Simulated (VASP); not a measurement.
# SiC (rocksalt type) (Fm-3m) in VASP: notebook, part 2 of 2

VASP 6.6.1. Earlier steps stand in the parts before.

### Step 4. Density of states, PBE (volume scaled by 0.88)

Input file POSCAR:

```
SiC
1.0
    0.0000000000      1.9434660500      1.9434660500
    1.9434660500      0.0000000000      1.9434660500
    1.9434660500      1.9434660500      0.0000000000
Si C
1 1
Direct
    0.0000000000      0.0000000000      0.0000000000
    0.5000000000      0.5000000000      0.5000000000
```

Input file INCAR.step1:

```
SYSTEM = SiC
PREC = Accurate ; ENCUT = 520
EDIFF = 1E-6 ; ISMEAR = -1
SIGMA = 0.05 ; LREAL = .FALSE.
LASPH = .TRUE. ; NELM = 60
ALGO = Normal ; ISIF = 2
LWAVE = .FALSE. ; LCHARG = .TRUE.
GGA = PE ; NBANDS = 11
```

Input file KPOINTS.step1:

```
Automatic mesh
0
G
  17 17 17
  0 0 0
```

Input file INCAR.step2:

```
SYSTEM = SiC
PREC = Accurate ; ENCUT = 520
EDIFF = 1E-6 ; ISMEAR = -5
SIGMA = 0.05 ; LREAL = .FALSE.
LASPH = .TRUE. ; NELM = 60
ALGO = Normal ; ISIF = 2
LWAVE = .FALSE. ; LCHARG = .FALSE.
GGA = PE ; LORBIT = 11
NBANDS = 11 ; NEDOS = 1001
ICHARG = 11
```

Input file KPOINTS.step2:

```
Automatic mesh
0
G
  26 26 26
  0 0 0
```

Potentials or basis: VASP PAW PBE potentials, release 64 (Si, C).

Run with:

```
$ cat potpaw_PBE.64/Si/POTCAR potpaw_PBE.64/C/POTCAR > POTCAR
$ cp INCAR.step1 INCAR
$ cp KPOINTS.step1 KPOINTS
$ mpirun -np 1 vasp_std > vasp.out
$ cp INCAR.step2 INCAR
$ cp KPOINTS.step2 KPOINTS
$ mpirun -np 1 vasp_std > vasp.out
```

OUTCAR:

```text
SYSTEM = SiC
   PREC = Accurate
   ENCUT = 520
   EDIFF = 1E-6
   ISMEAR = -5
   LREAL = .FALSE.
   LASPH = .TRUE.
   NELM = 60
   ISIF = 2
   GGA = PE
   LORBIT = 11
   ICHARG = 11

 ion  position               nearest neighbor table
   1  0.000  0.000  0.000-   2 1.94   2 1.94   2 1.94   2 1.94   2 1.94   2 1.94
   2  0.500  0.500  0.500-   1 1.94   1 1.94   1 1.94   1 1.94   1 1.94   1 1.94

  LATTYP: Found a face centered cubic cell.
 ALAT       =     3.8869321000

  Lattice vectors:

 A1 = (   0.0000000000,   1.9434660500,   1.9434660500)
 A2 = (   1.9434660500,   0.0000000000,   1.9434660500)
 A3 = (   1.9434660500,   1.9434660500,   0.0000000000)

Analysis of symmetry for initial positions (statically):
=====================================================================
 Subroutine PRICEL returns:
 Original cell was already a primitive cell.

 Routine SETGRP: Setting up the symmetry group for a
 face centered cubic supercell.

 Subroutine GETGRP returns: Found 48 space group operations
 (whereof 48 operations were pure point group operations)
 out of a pool of 48 trial point group operations.

The static configuration has the point symmetry O_h .
[... 176 lines left out ...]
      6      23.3555      0.00000
      7      23.3555      0.00000
      8      24.1764      0.00000
      9      28.7151      0.00000
     10      28.7151      0.00000
     11      28.7206      0.00000
[... 309 lines left out ...]
 k-point    24 :       0.3846    0.0385    0.0000
  band No.  band energies     occupation
      1      -1.9725      2.00000
      2       4.6840      2.00000
      3      12.8776      2.00000
      4      13.1555      2.00000
      5      20.3601      0.00000
      6      21.1682      0.00000
      7      21.3835      0.00000
      8      26.1308      0.00000
      9      29.0266      0.00000
     10      30.5931      0.00000
     11      31.4287      0.00000

 [... further k-points ...]
[... 5 lines left out ...]
  --------------------------------------------------------------------------------------
  -------------------------------------------------------------------------------------
  Total        3.8131258      3.8131258      3.8131258      0.0000000     -0.0000000      0.0000000
  in kB      416.1317402    416.1317402    416.1317402      0.0000000     -0.0000000      0.0000000
  external PRESSURE =     416.1317402 kB  Pullay stress =       0.0000000 kB

 VOLUME and BASIS-vectors are now :
 -----------------------------------------------------------------------------
  energy-cutoff  :      520.00
  volume of cell :       14.68
      direct lattice vectors                 reciprocal lattice vectors
     0.000000000  1.943466050  1.943466050    -0.257272310  0.257272310  0.257272310
     1.943466050  0.000000000  1.943466050     0.257272310 -0.257272310  0.257272310
     1.943466050  1.943466050  0.000000000     0.257272310  0.257272310 -0.257272310

 POSITION                                       TOTAL-FORCE (eV/Angst)
 -----------------------------------------------------------------------------------
      0.00000      0.00000      0.00000        -0.000000      0.000000     -0.000000
      1.94347      1.94347      1.94347         0.000000     -0.000000      0.000000
 -----------------------------------------------------------------------------------
    total drift:                                0.000000      0.000000      0.000000

  FREE ENERGIE OF THE ION-ELECTRON SYSTEM (eV)
  ---------------------------------------------------
  free  energy   TOTEN  =       -13.3405920634 eV

  energy  without entropy=      -13.3405920634  energy(sigma->0) =      -13.34059206

 total charge

# of ion       s       p       d       tot
------------------------------------------
    1        0.646   0.934   0.000   1.580
    2        0.849   1.831   0.000   2.680
--------------------------------------------------
tot          1.495   2.765   0.000   4.260
```

OSZICAR.step1:

```text
N       E                     dE             d eps       ncg     rms          rms(c)
DAV:   1     0.231014126188E+01    0.23101E+01   -0.43628E+03  3990   0.640E+02
DAV:   2    -0.145581258892E+02   -0.16868E+02   -0.15832E+02  4617   0.108E+02
DAV:   3    -0.149534728048E+02   -0.39535E+00   -0.39455E+00  4320   0.126E+01
DAV:   4    -0.149542491677E+02   -0.77636E-03   -0.77632E-03  4024   0.674E-01
DAV:   5    -0.149542506635E+02   -0.14958E-05   -0.14957E-05  4294   0.273E-02    0.963E+00
DAV:   6    -0.134034902432E+02    0.15508E+01   -0.45381E+00  3909   0.104E+01    0.445E+00
DAV:   7    -0.133417346882E+02    0.61756E-01   -0.48746E-01  4221   0.396E+00    0.161E+00
DAV:   8    -0.133409325609E+02    0.80213E-03   -0.69702E-03  3874   0.582E-01    0.434E-01
DAV:   9    -0.133410149272E+02   -0.82366E-04   -0.81564E-04  4122   0.216E-01    0.145E-01
DAV:  10    -0.133410285669E+02   -0.13640E-04   -0.18989E-05  4142   0.344E-02    0.170E-02
DAV:  11    -0.133410291142E+02   -0.54726E-06   -0.60725E-06  4104   0.148E-02
   1 F= -.13341029E+02 E0= -.13340744E+02  d E =-.570156E-03
```

It took 58 s on 1 thread of Intel Xeon Platinum 8259CL at 2.50GHz (Skylake/Cascade Lake), shared host; peak memory 0.18 GiB.

What came out:

```
Valence electrons inside the program's atomic spheres : Si 1.58; C 2.68
```

Levels at points of the mesh, in eV from the Fermi level:
| k point | band 1 | band 2 | band 3 | band 4 | band 5 | band 6 | band 7 | band 8 |
| --- | --- | --- | --- | --- | --- | --- | --- | --- |
| (0.00, 0.00, 0.00) | -19.96 | 0.00 | 0.00 | 0.00 | 8.96 | 8.96 | 8.96 | 9.78 |
| (0.50, 0.00, 0.00) | -14.28 | -12.57 | -1.40 | -1.40 | 5.83 | 5.83 | 6.70 | 11.02 |
| (0.50, 0.50, 0.00) | -12.17 | -10.97 | -4.82 | -4.82 | -0.09 | 1.93 | 16.70 | 16.70 |

Caveat: tetrahedron occupations give inexact forces and stress in metals.
